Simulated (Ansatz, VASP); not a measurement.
# One calculation of Ti2RuC3, two programs

```
Ti Ru C
1.0
    -1.54459    2.16912    4.48136
     1.54459   -2.16912    4.48136
     1.54459    2.16912   -4.48136
Ti Ru C
2 1 3
Direct
  0.33186 0.33186 0.00000
  0.66814 0.66814 0.00000
  0.00000 0.00000 0.00000
  0.16882 0.66882 0.50000
  0.83118 0.33118 0.50000
  0.50000 0.00000 0.50000
```

Alike in both runs: functional PBE; k mesh 12 × 12 × 12; occupations gaussian, width 0.1 eV; no spin polarisation.

Ansatz relaxed the structure, and its values are those at the end. VASP's run is a single point on that final structure, the one shown.

|  | VASP | Ansatz |
| --- | --- | --- |
| version | VASP 6.6.1 | Ansatz 0.2.0 |
| potentials or method | VASP PAW PBE potentials, release 64 (Ti_sv, Ru_pv, C), cutoff 520 eV | scalar-relativistic, plane waves, PAW |
| valence electrons in the cell | 50 | 52 |

```tsv
	VASP	Ansatz	Ansatz less VASP
gap on the k mesh at the Fermi level (eV)	none	none	-
pressure (GPa)	0.2	0.0	-0.15
rms of the force components (eV/Å)	0.004	0.001	-0.0031
```

A gap of «none» marks a metal or a gap that the smearing closes. VASP's potentials hold 50 valence electrons a cell and Ansatz's 52, so a difference there can come from the potentials and not from the codes.
